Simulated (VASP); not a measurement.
The system is Pd.

```
CELL_PARAMETERS angstrom
0.00000 2.95881 2.95881
2.95881 0.00000 2.95881
2.95881 2.95881 0.00000
ATOMIC_POSITIONS crystal
Pd 0.00000 0.00000 0.00000
Pd 0.25000 0.25000 0.25000
```

* Program: VASP 6.6.1
* Task: relaxation of cell and atoms
* Functional: PBE
* Potentials or basis: VASP PAW PBE potentials, release 64 (Pd)
* Cutoff: 600 eV
* k mesh: 11 × 11 × 11
* Occupations: fermi-dirac, width 0.03 eV
* Spin: no spin polarisation

At the start: pressure -3.4 GPa; volume 25.90 Å³/atom.

How do energy, volume and symmetry change on relaxing?

Over 3 steps the energy falls by 17.5 meV/atom and the volume is 24.37 Å³/atom (-5.9 %); space group Fd-3m (No. 227, to 0.05 Å).

Step by step:
```tsv
step	energy change (eV)	largest force (eV/Å)	pressure (GPa)	volume (Å³)
1	0.0000	0.0000	-3.43	51.81
2	-0.0307	0.0000	1.44	47.76
3	-0.0350	0.0000	0.00	48.74
```

Final structure:
```
Pd
1.0
     0.00000    2.89929    2.89929
     2.89929    0.00000    2.89929
     2.89929    2.89929    0.00000
Pd
2
Direct
  0.00000 0.00000 0.00000
  0.25000 0.25000 0.25000
```
